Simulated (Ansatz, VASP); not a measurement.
# Two plane-wave programs on Na6Cd2Mo

```
CELL_PARAMETERS angstrom
5.08353 0.00000 0.00000
-2.54177 4.40247 0.00000
0.00000 0.00000 12.66716
ATOMIC_POSITIONS crystal
Na 0.33333 0.66667 0.76840
Na 0.66667 0.33333 0.76840
Na 0.66667 0.33333 0.23160
Na 0.33333 0.66667 0.23160
Na 0.33333 0.66667 0.50000
Na 0.66667 0.33333 0.50000
Cd 0.33333 0.66667 0.00000
Cd 0.66667 0.33333 0.00000
Mo 0.00000 0.00000 0.00000
```

Alike in both runs: functional PBE; k mesh 6 × 6 × 2; occupations gaussian, width 0.1 eV; no spin polarisation.

Ansatz relaxed the structure, and its values are those at the end. VASP's run is a single point on that final structure, the one shown.

```csv
,VASP,Ansatz
version,VASP 6.6.1,Ansatz 0.2.0
potentials or method,"VASP PAW PBE potentials, release 64 (Na_pv, Cd, Mo_sv), cutoff 520 eV","scalar-relativistic, plane waves, PAW"
valence electrons in the cell,80,108
```

Ansatz gave:

```
gap on the k mesh at the Fermi level (eV) : none
pressure (GPa)                            : 0.1
```

Question: Estimate VASP's values.

Answer: gap on the k mesh at the Fermi level (eV): none; pressure (GPa): 0.2.

A gap of «none» marks a metal or a gap that the smearing closes. VASP's potentials hold 80 valence electrons a cell and Ansatz's 108, so a difference there can come from the potentials and not from the codes.
